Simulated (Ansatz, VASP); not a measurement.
## SnTe: VASP beside Ansatz

```
Sn Te
1.0
     0.00000    3.16132    3.16132
     3.16132    0.00000    3.16132
     3.16132    3.16132    0.00000
Sn Te
1 1
Cartesian
  0.0000 0.0000 0.0000
  3.1613 3.1613 3.1613
```

Alike in both runs: task single point; functional LDA; k mesh 6 × 6 × 6; no spin polarisation.

```csv
,VASP,Ansatz
version,VASP 6.6.1,Ansatz 0.2.0
potentials or method,"VASP PAW LDA potentials, release 64 (Sn_d, Te), cutoff 500 eV","plane waves, PAW"
occupations,"gaussian, width 0.01 eV",fixed
valence electrons in the cell,20,30
```

```csv
,VASP,Ansatz,Ansatz less VASP
pressure (GPa),-2.0,-2.0,-0.04
```

LDA's correlation is that of Perdew and Zunger in VASP and of Perdew and Wang (1992) in Ansatz. VASP's potentials hold 20 valence electrons a cell and Ansatz's 30, so a difference there can come from the potentials and not from the codes.

Spin-orbit coupling is off throughout.
